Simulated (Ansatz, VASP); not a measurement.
**Two plane-wave programs on MgS**

```
CELL_PARAMETERS angstrom
0.00000 2.77794 2.77794
2.77794 0.00000 2.77794
2.77794 2.77794 0.00000
ATOMIC_POSITIONS crystal
Mg 0.00000 0.00000 0.00000
S 0.25000 0.25000 0.25000
```

Change from the starting cell: hydrostatic strain -1.9%.

Alike in both runs: task single point; functional r2SCAN; k mesh 8 × 8 × 8; no spin polarisation.

|  | VASP | Ansatz |
| --- | --- | --- |
| version | VASP 6.6.1 | Ansatz 0.2.0 |
| potentials or method | VASP PAW PBE potentials, release 64 (Mg, S) | plane waves, PAW |
| plane-wave cutoff (eV) | 520 | 500 |
| occupations | gaussian, width 0.01 eV | fixed |
| valence electrons in the cell | 8 | 16 |

|  | VASP | Ansatz | Ansatz less VASP |
| --- | --- | --- | --- |
| gap on the k mesh at the Fermi level (eV) | 4.27 | 4.27 | -0.001 |
| pressure (GPa) | 3.5 | 3.8 | +0.28 |

VASP's potentials were made for PBE, not for r2SCAN. VASP's potentials hold 8 valence electrons a cell and Ansatz's 16, so a difference there can come from the potentials and not from the codes.
